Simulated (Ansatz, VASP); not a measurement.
# CO2 in VASP and in Ansatz

```
CELL_PARAMETERS angstrom
5.42988 0.00000 0.00000
0.00000 5.42988 0.00000
0.00000 0.00000 5.42988
ATOMIC_POSITIONS crystal
C 0.00000 0.00000 0.00000
C 0.50000 0.00000 0.50000
C 0.50000 0.50000 0.00000
C 0.00000 0.50000 0.50000
O 0.12412 0.12412 0.12412
O 0.37588 0.87588 0.62412
O 0.62412 0.37588 0.87588
O 0.87588 0.62412 0.37588
O 0.87588 0.87588 0.87588
O 0.62412 0.12412 0.37588
O 0.37588 0.62412 0.12412
O 0.12412 0.37588 0.62412
```

Alike in both runs: task single point; functional PBE; dispersion D3(BJ); k mesh 4 × 4 × 4; occupations gaussian, width 0.02 eV; no spin polarisation.

|  | VASP | Ansatz |
| --- | --- | --- |
| version | VASP 6.6.1 | Ansatz 0.2.0 |
| potentials or method | VASP PAW PBE potentials, release 64 (C, O), cutoff 520 eV | scalar-relativistic, plane waves, PAW |
| valence electrons in the cell | 64 | 64 |

|  | VASP | Ansatz | Ansatz less VASP |
| --- | --- | --- | --- |
| gap on the k mesh at the Fermi level (eV) | 6.88 | 6.91 | +0.025 |
| least direct gap on the mesh (eV) | 6.88 | 6.91 | +0.025 |
| pressure (GPa) | 3.4 | 1.7 | -1.67 |
| rms of the force components (eV/Å) | 0.301 | 0.002 | -0.2998 |

Atom by atom the forces differ by 0.300 eV/Å (rms over components). One of these differences is far larger than is usual between the two programs; its cause wasn't traced.

Noted on VASP's run: the standard files for N, O and F lose accuracy on very short bonds.
